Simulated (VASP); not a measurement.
# TiO (P6_3/mmc) in VASP: a series of runs

TiO is run at these levels: r2SCAN; tasks: single point.

Everything below comes from runs of VASP 6.6.1. Logs are shortened: lines on timing, memory, paths and dates and some standing lists are left out, and cuts for length are marked.

**1. The cell of the first run**

The structure is hexagonal, space group P6_3/mmc (No. 194). Conventional cell: a = 2.826 Å, b = 2.826 Å, c = 5.541 Å, α = 90.00°, β = 90.00°, γ = 120.00°. Within 2.8 Å of Ti (site symmetry -6m2) lie 6 O at 2.14 Å. Within 2.8 Å of O (site symmetry -3m) lie 6 Ti at 2.14 Å and 2 O at 2.77 Å.

**2. Single point, r2SCAN**

Contents of POSCAR:

```
TiO
1.0
    2.8263326910      0.0000000000      0.0000000000
   -1.4131663455      2.4476759099      0.0000000000
    0.0000000000      0.0000000000      5.5411476673
Ti O
2 2
Direct
    0.3333333333      0.6666666667      0.2500000000
    0.6666666667      0.3333333333      0.7500000000
    0.0000000000      0.0000000000      0.0000000000
    0.0000000000      0.0000000000      0.5000000000
```

Contents of INCAR.step1:

```
ALGO = Normal ; EDIFF = 1E-4
ENCUT = 520 ; GGA = PE
ISMEAR = -5 ; LASPH = True
LCHARG = False ; LMAXMIX = 4
LREAL = False ; LWAVE = True
NELM = 100 ; PREC = Accurate
SIGMA = 0.1
```

Contents of INCAR.step2:

```
ALGO = Normal ; EDIFF = 1E-6
ENCUT = 520 ; ISIF = 2
ISMEAR = 0 ; ISTART = 1
LASPH = True ; LCHARG = False
LMAXMIX = 4 ; LMIXTAU = True
LORBIT = 11 ; LREAL = False
LWAVE = False ; METAGGA = R2SCAN
NELM = 100 ; PREC = Accurate
SIGMA = 0.1
```

Contents of KPOINTS:

```
k-points
0
Gamma
  18 18 8
```

Potentials or basis: VASP PAW PBE potentials, release 64 (Ti_sv, O).

Command:

```
$ cat potpaw_PBE.64/Ti_sv/POTCAR potpaw_PBE.64/O/POTCAR > POTCAR
$ cp INCAR.step1 INCAR
$ mpirun -np 1 vasp_std > vasp.out
$ cp INCAR.step2 INCAR
$ mpirun -np 1 vasp_std > vasp.out
```

OUTCAR:

```text
EDIFF = 1E-6
   ENCUT = 520
   ISIF = 2
   ISMEAR = 0
   ISTART = 1
   LASPH = True
   LORBIT = 11
   LREAL = False
   METAGGA = R2SCAN
   NELM = 100
   PREC = Accurate

 ion  position               nearest neighbor table
   1  0.333  0.667  0.250-   3 2.14   4 2.14   3 2.14   4 2.14   3 2.14   4 2.14
   2  0.667  0.333  0.750-   3 2.14   4 2.14   3 2.14   4 2.14   3 2.14   4 2.14
   3  0.000  0.000  0.000-   1 2.14   2 2.14   1 2.14   2 2.14   2 2.14   1 2.14
   4  0.000  0.000  0.500-   1 2.14   2 2.14   1 2.14   2 2.14   2 2.14   1 2.14

  LATTYP: Found a hexagonal cell.
 ALAT       =     2.8263326910
 C/A-ratio  =     1.9605433164

  Lattice vectors:

 A1 = (   2.8263326910,   0.0000000000,   0.0000000000)
 A2 = (  -1.4131663455,   2.4476759099,   0.0000000000)
 A3 = (   0.0000000000,   0.0000000000,   5.5411476673)

Analysis of symmetry for initial positions (statically):
=====================================================================
 Subroutine PRICEL returns:
 Original cell was already a primitive cell.

 Routine SETGRP: Setting up the symmetry group for a
 hexagonal supercell.

 Subroutine GETGRP returns: Found 24 space group operations
 (whereof 12 operations were pure point group operations)
 out of a pool of 24 trial point group operations.

The static configuration has the point symmetry D_3d.
 The point group associated with its full space group is D_6h.

Analysis of symmetry for dynamics (positions and initial velocities):
=====================================================================
 Subroutine PRICEL returns:
 Original cell was already a primitive cell.

 Routine SETGRP: Setting up the symmetry group for a
 hexagonal supercell.

 Subroutine GETGRP returns: Found 24 space group operations
 (whereof 12 operations were pure point group operations)
 out of a pool of 24 trial point group operations.

The dynamic configuration has the point symmetry D_3d.
 The point group associated with its full space group is D_6h.

 Subroutine INISYM returns: Found 24 space group operations
 (whereof 12 operations are pure point group operations),
 and found     1 'primitive' translations

----------------------------------------------------------------------------------------

                                     Primitive cell

  volume of cell :      38.3334

  direct lattice vectors                    reciprocal lattice vectors
     2.826332691  0.000000000  0.000000000     0.353815389  0.204275410  0.000000000
    -1.413166346  2.447675910  0.000000000     0.000000000  0.408550820  0.000000000
     0.000000000  0.000000000  5.541147667     0.000000000  0.000000000  0.180468029

  length of vectors
     2.826332691  2.826332691  5.541147667     0.408550820  0.408550820  0.180468029

  position of ions in fractional coordinates (direct lattice)
     0.333333333  0.666666667  0.250000000
     0.666666667  0.333333333  0.750000000
     0.000000000  0.000000000  0.000000000
     0.000000000  0.000000000  0.500000000

  ion indices of the primitive-cell ions
   primitive index   ion index
                 1           1
                 2           2
                 3           3
                 4           4

----------------------------------------------------------------------------------------

 KPOINTS: k-points

Automatic generation of k-mesh.
 Grid dimensions read from file:
 generate k-points for:   18   18    8

 Generating k-lattice:

  Cartesian coordinates                     Fractional coordinates (reciprocal lattice)
     0.019656410  0.011348634  0.000000000     0.055555556  0.000000000  0.000000000
     0.000000000  0.022697268  0.000000000     0.000000000  0.055555556  0.000000000
     0.000000000  0.000000000  0.022558504     0.000000000  0.000000000  0.125000000

  Length of vectors
     0.022697268  0.022697268  0.022558504

  Shift w.r.t. Gamma in fractional coordinates (k-lattice)
     0.000000000  0.000000000  0.000000000

 Subroutine IBZKPT returns following result:
 ===========================================

 Found    185 irreducible k-points:

 Following reciprocal coordinates:
            Coordinates               Weight
  0.000000  0.000000  0.000000      1.000000
  0.055556  0.000000  0.000000      6.000000
  0.111111  0.000000  0.000000      6.000000
  0.166667  0.000000  0.000000      6.000000
  0.222222  0.000000  0.000000      6.000000
  0.277778  0.000000  0.000000      6.000000
[... 16 lines left out ...]
  0.333333  0.111111  0.000000     12.000000
  0.388889  0.111111  0.000000     12.000000
 [... further k-points ...]
   k-points           NKPTS =    185   k-points in BZ     NKDIM =    185   number of bands    NBANDS=     22
   number of dos      NEDOS =    301   number of ions     NIONS =      4
   total plane-waves  NPLWV =  24192
   dimension x,y,z NGX =    24 NGY =   24 NGZ =   42
   dimension x,y,z NGXF=    48 NGYF=   48 NGZF=   84
   ions per type =               2   2
   NGX,Y,Z   is equivalent  to a cutoff of  14.12, 14.12, 12.60 a.u.
   NGXF,Y,Z  is equivalent  to a cutoff of  28.23, 28.23, 25.20 a.u.
 SYSTEM =  unknown system
   PREC   = accura    normal or accurate (medium, high low for compatibility)
   ISTART =      1    job   : 0-new  1-cont  2-samecut
   ICHARG =      0    charge: 1-file 2-atom 10-const
   ISPIN  =      1    spin polarized calculation?
   LNONCOLLINEAR =      F non collinear calculations
   LSORBIT =      F    spin-orbit coupling
   LASPH  =      T    aspherical Exc in radial PAW
   ENCUT  =  520.0 eV  38.22 Ry    6.18 a.u.   5.26  5.26 10.30*2*pi/ulx,y,z
   NELM   =    100;   NELMIN=  2; NELMDL=  0     # of ELM steps
   EDIFF  = 0.1E-05   stopping-criterion for ELM
   LREAL  =      F    real-space projection
   EDIFFG = 0.1E-04   stopping-criterion for IOM
   NSW    =      0    number of steps for IOM
   IBRION =     -1    ionic relax: 0-MD 1-quasi-New 2-CG
   NFREE  =      0    steps in history (QN), initial steepest desc. (CG)
   ISIF   =      2    stress and relaxation
   ISYM   =      2    0-nonsym 1-usesym 2-fastsym
   POTIM  = 0.5000    time-step for ionic-motion
   TEBEG  =    0.0;   TEEND  =   0.0 temperature during run
   PSTRESS=    0.0 pullay stress
   NELECT =      36.0000    total number of electrons
   NUPDOWN=      -1.0000    fix difference up-down
   EMIN   =  10.00;   EMAX   =-10.00  energy-range for DOS
   EFERMI =   0.00;   METHOD = LEGACY
   ISMEAR =     0;   SIGMA  =   0.10  broadening in eV -4-tet -1-fermi 0-gaus
   EFERMI_NEDOS =   21; number of points for ismear=-14 and -15
   IALGO  =     38    algorithm
   IMIX   =      4    mixing-type and parameters
     AMIX     =   0.40;   BMIX     =  1.00
     AMIX_MAG =   1.60;   BMIX_MAG =  1.00
  volume/ion in A,a.u.               =       9.58        64.67
  Fermi-wavevector in a.u.,A,eV,Ry     =   1.603184  3.029578 34.969678  2.570199
  Thomas-Fermi vector in A             =   2.699887
   LORBIT       =     11    0 simple, 1 ext, 2 COOP (PROOUT), +10 PAW based schemes
   METAGGA = R2SCAN    functional components
   LHFCALC =     F    Hartree Fock is set to
   AEXX    =    0.0000 exact exchange contribution
   IVDW    =     0    specifies the selected vdW correction
   LEPSILON=     F    determine dielectric tensor
   LRPA    =     F    only Hartree local field effects (RPA)
 non-spin polarized calculation
 Gauss-broadening in eV      SIGMA  =   0.10
  energy-cutoff  :      520.00
  volume of cell :       38.33
 maximum number of plane-waves:      1048
 NGX is ok and might be reduce to    24

 number of electron      35.9999993 magnetization

 Free energy of the ion-electron system (eV)
  ---------------------------------------------------
  ext. energy  EPLUGINS =         0.00000000
  ---------------------------------------------------
  free energy    TOTEN  =       -48.64685289 eV

  energy without entropy =      -48.64525808  energy(sigma->0) =      -48.64605549

 E-fermi :  11.6401     XC(G=0): -13.7334

 val. band max:       11.6297359833   @ k =   0.0000   0.0000   0.0000
 cond. band min:      11.6889802378   @ k =   0.0556   0.0000   0.1250
 fundamental gap:      0.0592442546
 Fermi energy:        11.6400959946

 k-point     1 :       0.0000    0.0000    0.0000
  band No.  band energies     occupation
      1     -48.5116      2.00000
      2     -48.4648      2.00000
      3     -24.2343      2.00000
      4     -23.7098      2.00000
      5     -23.3204      2.00000
      6     -23.3204      2.00000
[... 14 lines left out ...]
     21      12.8523      0.00000
     22      12.8523      0.00000

 k-point     2 :       0.0556    0.0000    0.0000
  band No.  band energies     occupation
      1     -48.5075      2.00000
      2     -48.4614      2.00000
      3     -24.2238      2.00000
      4     -23.7079      2.00000
      5     -23.3461      2.00000
      6     -23.3323      2.00000
[... 14 lines left out ...]
     21      12.8979      0.00000
     22      12.9424      0.00000

 k-point     3 :       0.1111    0.0000    0.0000
  band No.  band energies     occupation
      1     -48.4957      2.00000
      2     -48.4516      2.00000
      3     -24.1932      2.00000
      4     -23.7027      2.00000
      5     -23.4232      2.00000
      6     -23.4001      2.00000
[... 14 lines left out ...]
     21      13.0182      0.00000
     22      13.1929      0.00000
[... 476 lines left out ...]
 k-point    23 :       0.3333    0.1111    0.0000
  band No.  band energies     occupation
      1     -48.3817      2.00000
      2     -48.3629      2.00000
      3     -24.0650      2.00000
      4     -23.9418      2.00000
      5     -23.8710      2.00000
      6     -23.6868      2.00000
[... 14 lines left out ...]
     21      13.6727      0.00000
     22      13.6749      0.00000

 k-point    24 :       0.3889    0.1111    0.0000
  band No.  band energies     occupation
      1     -48.3689      2.00000
      2     -48.3548      2.00000
      3     -24.1275      2.00000
      4     -23.9927      2.00000
      5     -23.8247      2.00000
      6     -23.6980      2.00000
[... 14 lines left out ...]
     21      13.6386      0.00000
     22      13.7656      0.00000

 [... further k-points ...]
[... 5 lines left out ...]
  --------------------------------------------------------------------------------------
  -------------------------------------------------------------------------------------
  Total        0.3887447      0.3887447      0.4988002      0.0000000      0.0000000     -0.0000000
  in kB       16.2479347     16.2479347     20.8478016      0.0000000      0.0000000     -0.0000000
  external PRESSURE =      17.7812237 kB  Pullay stress =       0.0000000 kB

 VOLUME and BASIS-vectors are now :
 -----------------------------------------------------------------------------
  energy-cutoff  :      520.00
  volume of cell :       38.33
      direct lattice vectors                 reciprocal lattice vectors
     2.826332691  0.000000000  0.000000000     0.353815389  0.204275410  0.000000000
    -1.413166346  2.447675910  0.000000000     0.000000000  0.408550820  0.000000000
     0.000000000  0.000000000  5.541147667     0.000000000  0.000000000  0.180468029

 POSITION                                       TOTAL-FORCE (eV/Angst)
 -----------------------------------------------------------------------------------
     -0.00000      1.63178      1.38529         0.000000     -0.000000      0.000000
      1.41317      0.81589      4.15586        -0.000000      0.000000      0.000000
      0.00000      0.00000      0.00000        -0.000000      0.000000      0.000000
      0.00000      0.00000      2.77057        -0.000000      0.000000      0.000000
 -----------------------------------------------------------------------------------
    total drift:                               -0.000000      0.000000     -0.000000

  FREE ENERGIE OF THE ION-ELECTRON SYSTEM (eV)
  ---------------------------------------------------
  free  energy   TOTEN  =       -48.6468528892 eV

  energy  without entropy=      -48.6452580821  energy(sigma->0) =      -48.64605549

 total charge

# of ion       s       p       d       tot
------------------------------------------
    1        2.151   6.168   2.007  10.326
    2        2.151   6.168   2.007  10.326
    3        1.557   3.551   0.000   5.109
    4        1.557   3.551   0.000   5.109
--------------------------------------------------
tot          7.417  19.438   4.014  30.868
```

It took 7.1 min on 1 thread of AMD EPYC 9R45 (Zen 5), shared host; peak memory 0.24 GiB.

What came out:

* Free energy: -48.6469 eV
* Pressure: 1.8 GPa
* Band gap on the k mesh: zero (band 18 reaches 11.59 eV, above the bottom of band 19 at 11.55 eV)
* Valence electrons inside the program's atomic spheres: Ti 10.33; O 5.11

Levels at points of the mesh, in eV from the Fermi level:
| k point | band 16 | band 17 | band 18 | band 19 | band 20 | band 21 |
| --- | --- | --- | --- | --- | --- | --- |
| (0.00, 0.00, 0.00) | -5.69 | -2.15 | -0.09 | -0.09 | -0.01 | 1.21 |
| (0.50, 0.00, 0.00) | -5.88 | -2.86 | -0.09 | 1.09 | 1.82 | 2.17 |
| (0.00, 0.00, 0.50) | -5.99 | -0.67 | -0.67 | 0.80 | 0.80 | 0.80 |
| (0.50, 0.00, 0.50) | -6.53 | -1.43 | -1.43 | 2.25 | 2.25 | 2.48 |

Caveat: the PAW data sets were made with another functional, which shifts forces and pressure a little; semilocal functionals often make such compounds metallic where correlation or magnetic order opens a gap, which also shifts bond lengths.

**3. Single point, r2SCAN**

POSCAR is that of step 2.

Contents of INCAR.step1:

```
ALGO     = Normal         # electronic algorithm
EDIFF    = 1E-4           # SCF threshold, eV
ENCUT    = 520            # plane-wave cutoff, eV
GGA      = PE             # functional
ISMEAR   = 0              # smearing method
LASPH    = T              # aspherical terms in the spheres
LCHARG   = F              # write CHGCAR
LREAL    = F              # projectors in reciprocal space
LWAVE    = T              # write WAVECAR
NBANDS   = 26             # bands
NELM     = 100            # most SCF steps
PREC     = Accurate       # precision mode
SIGMA    = 0.1            # smearing width, eV
```

Contents of INCAR.step2:

```
ALGO     = Normal         # electronic algorithm
EDIFF    = 1E-6           # SCF threshold, eV
ENCUT    = 520            # plane-wave cutoff, eV
ISIF     = 2              # what is computed and relaxed
ISMEAR   = 0              # smearing method
ISTART   = 1            
LASPH    = T              # aspherical terms in the spheres
LCHARG   = T              # write CHGCAR
LELF     = T              # ELF
LMIXTAU  = T            
LREAL    = F              # projectors in reciprocal space
LVHAR    = T            
LWAVE    = F              # write WAVECAR
METAGGA  = R2SCAN         # meta-GGA
NBANDS   = 26             # bands
NELM     = 100            # most SCF steps
PREC     = Accurate       # precision mode
SIGMA    = 0.1            # smearing width, eV
```

KPOINTS is that of step 2.

Potentials or basis: VASP PAW PBE potentials, release 64 (Ti_sv, O).

Command:

```
$ cat potpaw_PBE.64/Ti_sv/POTCAR potpaw_PBE.64/O/POTCAR > POTCAR
$ cp INCAR.step1 INCAR
$ mpirun -np 1 vasp_std > vasp.out
$ cp INCAR.step2 INCAR
$ mpirun -np 1 vasp_std > vasp.out
```

Run time: 8.9 min. Hardware: 1 thread of AMD EPYC 9R45 (Zen 5), shared host; peak memory 0.25 GiB.

It converged, with:

```yaml
Free_energy: -48.6469 eV
Pressure: 1.9 GPa
Band_gap_on_the_k_mesh: zero (band 18 reaches 11.59 eV, above the bottom of band 19 at 11.55 eV)
```

Stress tensor (GPa, compression positive):
```
1.71 0.00 0.00
0.00 1.71 0.00
0.00 0.00 2.15
```

Levels at points of the mesh, in eV from the Fermi level:
| k point | band 15 | band 16 | band 17 | band 18 | band 19 | band 20 | band 21 | band 22 |
| --- | --- | --- | --- | --- | --- | --- | --- | --- |
| (0.00, 0.00, 0.00) | -5.71 | -5.69 | -2.15 | -0.09 | -0.09 | -0.01 | 1.21 | 1.21 |
| (0.50, 0.00, 0.00) | -6.25 | -5.88 | -2.86 | -0.09 | 1.09 | 1.82 | 2.17 | 2.53 |
| (0.00, 0.00, 0.50) | -5.99 | -5.99 | -0.67 | -0.67 | 0.80 | 0.80 | 0.80 | 0.80 |
| (0.50, 0.00, 0.50) | -6.53 | -6.53 | -1.43 | -1.43 | 2.25 | 2.25 | 2.46 | 2.46 |

Caveat: the PAW data sets were made with another functional, which shifts forces and pressure a little; semilocal functionals often make such compounds metallic where correlation or magnetic order opens a gap, which also shifts bond lengths.

(Continued in part 2 of 2.)
